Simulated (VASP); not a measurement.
A run of VASP 6.6.1 is set up as follows.

INCAR

```
PREC     = Accurate       # precision mode
ENCUT    = 520            # plane-wave cutoff, eV
EDIFF    = 1E-6           # SCF threshold, eV
ISMEAR   = 0              # smearing method
SIGMA    = 0.1            # smearing width, eV
LREAL    = False          # projectors in reciprocal space
LASPH    = True           # aspherical terms in the spheres
NELM     = 80             # most SCF steps
ALGO     = Normal         # electronic algorithm
ISIF     = 2              # what is computed and relaxed
LWAVE    = False          # write WAVECAR
LCHARG   = True           # write CHGCAR
LDIPOL   = True         
IDIPOL   = 3            
DIPOL    = 0.5 0.5 0.330
LELF     = True           # ELF
LVHAR    = True         
LVACPOTAV= True         
NBANDS   = 32             # bands
```

Contents of KPOINTS:

```
regular mesh
0
Gamma
  6 6 1
```

Contents of POSCAR:

```
LiAl12
1.0
    5.6336864727      0.0000000000      0.0000000000
   -2.8168432363      4.8789156023      0.0000000000
    0.0000000000      0.0000000000     20.0321727095
Al Li
12 1
Direct
    0.3333333333      0.1666666667      0.1996787896
    0.3333333333      0.6666666666      0.1996787896
    0.8333333333      0.1666666666      0.1996787896
    0.8333333333      0.6666666666      0.1996787896
    0.1666666667      0.3333333334      0.3128097176
    0.1666666667      0.8333333333      0.3128097176
    0.6666666667      0.3333333333      0.3128097176
    0.6666666667      0.8333333333      0.3128097176
    0.0000000000      0.0000000000      0.4259234799
    0.0000000000      0.5000000000      0.4259234799
    0.5000000000      0.0000000000      0.4259234799
    0.5000000000      0.5000000000      0.4259234799
    0.0000000000      0.2500000000      0.5344519958
```

Potentials or basis: VASP PAW LDA potentials, release 64 (Al, Li_sv).

Command:

```sh
$ cat potpaw_LDA.64/Al/POTCAR potpaw_LDA.64/Li_sv/POTCAR > POTCAR
$ mpirun -np 1 vasp_std > vasp.out
```

Q: Predict the band gap on the k mesh.

A: Zero (an odd number of electrons rules out a gap without spin polarisation).

Q: Predict the largest force.

A: 0.311 eV/Å.

Forces on the atoms (eV/Å):
```
Al   0.015  0.006 -0.071
Al   0.013  0.010 -0.071
Al  -0.001  0.000 -0.069
Al  -0.011 -0.007 -0.082
Al   0.004  0.002  0.045
Al  -0.008 -0.005  0.078
Al  -0.014 -0.018  0.054
Al  -0.022 -0.003  0.054
Al   0.121 -0.223 -0.180
Al  -0.132  0.217 -0.180
Al   0.061  0.035  0.213
Al  -0.048 -0.028  0.216
Li   0.023  0.013 -0.006
```
